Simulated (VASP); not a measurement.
The system is Al5Cu.

```xyz
6
Lattice="2.7772 0.0000 0.0000 -1.3886 2.4051 0.0000 0.0000 0.0000 13.6054" Properties=species:S:1:pos:R:3 pbc="T T T"
Al    0.0000    0.0000    0.0000
Al    0.0000    1.6034   11.3379
Al    1.3886    0.8017    9.0703
Al    0.0000    1.6034    4.5351
Al    1.3886    0.8017    2.2676
Cu    0.0000    0.0000    6.8027
```

- Program: VASP 6.6.1
- Task: relaxation of cell and atoms
- Functional: PBE
- Potentials or basis: VASP PAW PBE potentials, release 64 (Al, Cu)
- Cutoff: 600 eV
- k mesh: 6 × 6 × 2
- Occupations: gaussian, width 0.1 eV
- Spin: no spin polarisation

At the start: pressure 3.9 GPa; volume 15.15 Å³/atom.

Question: Where does the relaxation end?

Answer: Over 9 steps the energy falls by 133.5 meV/atom and the volume is 15.64 Å³/atom (+3.2 %); space group P-3m1 (No. 164, to 0.1 Å) before and after.

The path:
| step | energy change (eV) | largest force (eV/Å) | pressure (GPa) | volume (Å³) |
| --- | --- | --- | --- | --- |
| 1 | 0.0000 | 0.6308 | 3.90 | 90.88 |
| 2 | -0.6481 | 0.6377 | -1.80 | 95.81 |
| 3 | -0.6482 | 0.6385 | -1.74 | 95.79 |
| 4 | -0.7033 | 0.4542 | -1.99 | 95.90 |
| 5 | -0.7706 | 0.2801 | -1.97 | 96.25 |
| 6 | -0.7832 | 0.1814 | 1.98 | 91.99 |
| 7 | -0.7921 | 0.2168 | 0.34 | 93.62 |
| 8 | -0.7999 | 0.0828 | 0.16 | 93.75 |
| 9 | -0.8009 | 0.0199 | 0.06 | 93.83 |

Final structure:
```
Al Cu
1.0
     2.82248    0.00000    0.00000
    -1.41124    2.44434    0.00000
     0.00000    0.00000   13.59989
Al Cu
5 1
Direct
  0.00000 0.00000 0.00000
  0.33333 0.66667 0.82465
  0.66667 0.33333 0.65201
  0.33333 0.66667 0.34799
  0.66667 0.33333 0.17535
  0.00000 0.00000 0.50000
```

Caveat: the k points lie up to 0.43 Å⁻¹ apart in the final cell, too coarse for converged energies and pressures of a metal.
